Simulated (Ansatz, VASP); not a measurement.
**Two plane-wave programs on LiF**

INCAR

```
SYSTEM = LiF
PREC = Accurate
ENCUT = 520
EDIFF = 1E-6
ISMEAR = 0
SIGMA = 0.05
LREAL = .False.
LASPH = .True.
NELM = 80
ALGO = Normal
ISIF = 2
LWAVE = .False.
LCHARG = .False.
GGA = PE
NBANDS = 18
```

File KPOINTS:

```
regular mesh
0
Gamma
  9 9 6
  0 0 0
```

File POSCAR:

```
LiF
1.0
    3.2140071864      0.0000000000      0.0000000000
   -1.6070035932      2.7834118714      0.0000000000
    0.0000000000      0.0000000000      4.6368481678
Li F
2 2
Direct
    0.3333333333      0.6666666667      0.3708711514
    0.6666666667      0.3333333333      0.8708711514
    0.3333333333      0.6666666667      0.9939266766
    0.6666666667      0.3333333333      0.4939266766
```

Input for Ansatz:

```yaml
crystal:
  lattice:
    - [3.2140071864, 0.0, 0.0]
    - [-1.6070035932, 2.7834118714, 0.0]
    - [0.0, 0.0, 4.6368481678]
  atoms:
    - { symbol: Li, position: [0.3333333333, 0.6666666667, 0.3708711514] }
    - { symbol: Li, position: [0.6666666667, 0.3333333333, 0.8708711514] }
    - { symbol: F, position: [0.3333333333, 0.6666666667, 0.9939266766] }
    - { symbol: F, position: [0.6666666667, 0.3333333333, 0.4939266766] }
basis:
  ecutwfc: 520.0
kpoints:
  mp_grid: { grid: [9, 9, 6] }
hamiltonian:
  xc: pbe
scf:
  occupations: { method: gaussian, width: 0.05 }
output:
  forces: true
  stress: true
  eigenvalues: true
```

Alike in both runs: task single point; functional PBE; k mesh 9 × 9 × 6; occupations gaussian, width 0.05 eV; no spin polarisation.

|  | VASP | Ansatz |
| --- | --- | --- |
| version | VASP 6.6.1 | Ansatz 0.2.0 |
| potentials or method | VASP PAW PBE potentials, release 64 (Li_sv, F), cutoff 520 eV | scalar-relativistic, plane waves, PAW |
| valence electrons in the cell | 20 | 20 |

VASP gave:

```
gap on the k mesh at the Fermi level (eV) : 7.55
least direct gap on the mesh (eV)         : 7.55
rms of the force components (eV/Å)        : 0.363
```

Problem. Estimate Ansatz's values.

Solution. gap on the k mesh at the Fermi level (eV): 7.56; least direct gap on the mesh (eV): 7.56; rms of the force components (eV/Å): 0.344.

Atom by atom the forces differ by 0.019 eV/Å (rms over components).

Noted on VASP's run: the cutoff is short for stress, so the pressure is rough.
